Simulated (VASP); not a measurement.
Set up this calculation in VASP 6.6.1, as the native input.

```
Task                   : single point
Functional             : LDA
Potentials or basis    : VASP PAW LDA potentials, release 64 (Si)
Cutoff                 : 520 eV
k mesh                 : 8 × 8 × 8
Occupations            : fermi-dirac, width 0.02 eV
Spin                   : no spin polarisation
Dipole correction      : no
Further INCAR settings : ALGO = Normal; EDIFF = 1e-07; NBANDS = 26
```

The structure of Si lies in POSCAR:

```
Si
1.0
   -3.2942083077      3.2942083077      3.2942083077
    3.2942083077     -3.2942083077      3.2942083077
    3.2942083077      3.2942083077     -3.2942083077
Si
8
Direct
    0.7031140000      0.7031140000      0.7031140000
    0.5000000000      0.0000000000      0.7968860000
    0.0000000000      0.7968860000      0.5000000000
    0.7968860000      0.5000000000      0.0000000000
    0.2968860000      0.2968860000      0.2968860000
    0.5000000000      0.0000000000      0.2031140000
    0.0000000000      0.2031140000      0.5000000000
    0.2031140000      0.5000000000      0.0000000000
```

These files were run (other wordings do the same):

INCAR

```
ALGO     = Normal         # electronic algorithm
EDIFF    = 1E-7           # SCF threshold, eV
ENCUT    = 520            # plane-wave cutoff, eV
GGA      = CA             # functional
ISIF     = 2              # what is computed and relaxed
ISMEAR   = -1             # smearing method
LASPH    = T              # aspherical terms in the spheres
LCHARG   = F              # write CHGCAR
LREAL    = F              # projectors in reciprocal space
LWAVE    = F              # write WAVECAR
NBANDS   = 26             # bands
NELM     = 80             # most SCF steps
PREC     = Accurate       # precision mode
SIGMA    = 0.02           # smearing width, eV
```

KPOINTS

```
k-points
0
Gamma
  8 8 8
```

Potentials or basis: VASP PAW LDA potentials, release 64 (Si).

Command:

```sh
$ cat potpaw_LDA.64/Si/POTCAR > POTCAR
$ mpirun -np 1 vasp_std > vasp.out
```

It gave:

```json
{"Pressure": "-0.6 GPa", "Largest force": "0.078 eV/Å", "Band gap on the k mesh": "zero (bands 16 and 17 overlap by 0.20 eV)"}
```

Caveat: semilocal functionals underestimate gaps, so a narrow gap can read as zero.

Run time: 110 s on 1 thread of Intel(R) Xeon(R) Platinum 8488C (Sapphire Rapids), on a shared host, peak memory 0.25 GiB.
